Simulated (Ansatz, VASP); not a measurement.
**Two plane-wave programs on LiCl**

```
Li Cl
1.0
     3.93366    0.00000    0.00000
    -1.96683    3.40665    0.00000
     0.00000    0.00000    6.23742
Li Cl
2 2
Direct
  0.33333 0.66667 0.81660
  0.66667 0.33333 0.31660
  0.66667 0.33333 0.93345
  0.33333 0.66667 0.43345
```

Change from the starting cell: the structure that the rattled cell fell into.

Alike in both runs: task relaxation of cell and atoms; functional PBE; k mesh 6 × 6 × 4; occupations gaussian, width 0.02 eV; no spin polarisation.

```csv
,VASP,Ansatz
version,VASP 6.6.1,Ansatz 0.2.0
potentials or method,"VASP PAW PBE potentials, release 64 (Li_sv, Cl), cutoff 600 eV","scalar-relativistic, plane waves, PAW"
valence electrons in the cell,20,20
```

```tsv
	VASP	Ansatz	Ansatz less VASP
gap on the k mesh at the Fermi level, each at its own relaxed structure (eV)	5.93	5.93	+0.003
relaxed volume (Å³/atom)	20.94	21.00	+0.057
relaxed length of the cell vector where the two differ most in proportion (Å)	6.257	6.284	+0.0268
```

Noted on VASP's run: the cutoff is under 1.25 times that of the potentials, so the pressure is a little rough.
